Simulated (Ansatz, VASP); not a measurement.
## Al2Rh: VASP beside Ansatz

INCAR

```
SYSTEM = Al2Rh
PREC     = Accurate       ! precision mode
ENCUT    = 600            ! plane-wave cutoff, eV
EDIFF    = 1E-6           ! SCF threshold, eV
ISMEAR   = 0              ! smearing method
SIGMA    = 0.1            ! smearing width, eV
LREAL    = .FALSE.        ! projectors in reciprocal space
LASPH    = .TRUE.         ! aspherical terms in the spheres
NELM     = 100            ! most SCF steps
ALGO     = Normal         ! electronic algorithm
ISIF     = 3              ! what is computed and relaxed
LWAVE    = .FALSE.        ! write WAVECAR
LCHARG   = .FALSE.        ! write CHGCAR
GGA      = PE             ! functional
IBRION   = 2              ! ionic algorithm
NSW      = 90             ! ionic steps
EDIFFG   = -0.04          ! ionic threshold
```

File KPOINTS:

```
Automatic mesh
0
G
  6 6 4
  0 0 0
```

File POSCAR:

```
Al2Rh
1.0
    2.0653303100     -2.3455078500      0.0000000000
    2.0653303100      2.3455078500      0.0000000000
    0.0000000000      0.0000000000      4.5253497100
Al Rh
2 1
Direct
    0.0000000000      0.5000000000      0.0000000000
    0.5000000000      0.0000000000      0.0000000000
    0.5000000000      0.5000000000      0.5000000000
```

Input for Ansatz:

```yaml
crystal:
  lattice:
    - [2.06533031, -2.34550785, 0.0]
    - [2.06533031, 2.34550785, 0.0]
    - [0.0, 0.0, 4.52534971]
  atoms:
    - { symbol: Al, position: [0.0, 0.5, 0.0] }
    - { symbol: Al, position: [0.5, 0.0, 0.0] }
    - { symbol: Rh, position: [0.5, 0.5, 0.5] }
basis:
  ecutwfc: 420
kpoints:
  mp_grid: { grid: [6, 6, 4] }
hamiltonian:
  xc: pbe
scf:
  occupations: { method: gaussian, width: 0.1 }
  lower_state_search: "off"
output:
  forces: true
  stress: true
  eigenvalues: true
relax:
  adjacent_minimum: "off"
  f_tol: 0.04
  max_steps: 70
  cell: { stress_tol: 0.4 }
```

Alike in both runs: task relaxation of cell and atoms; functional PBE; k mesh 6 × 6 × 4; occupations gaussian, width 0.1 eV; no spin polarisation.

|  | VASP | Ansatz |
| --- | --- | --- |
| version | VASP 6.6.1 | Ansatz 0.2.0 |
| potentials or method | VASP PAW PBE potentials, release 64 (Al, Rh_pv), cutoff 600 eV | scalar-relativistic, plane waves, PAW |
| valence electrons in the cell | 21 | 23 |

|  | VASP | Ansatz | Ansatz less VASP |
| --- | --- | --- | --- |
| gap on the k mesh at the Fermi level, each at its own relaxed structure (eV) | none | none | - |
| relaxed volume (Å³/atom) | 16.92 | 16.96 | +0.036 |
| relaxed length of the cell vector where the two differ most in proportion (Å) | 4.256 | 4.261 | +0.0043 |

A gap of «none» marks a metal or a gap that the smearing closes. VASP's potentials hold 21 valence electrons a cell and Ansatz's 23, so a difference there can come from the potentials and not from the codes.

Noted on VASP's run: the volume moved by over 15 % at a fixed basis, so the end points are rough.
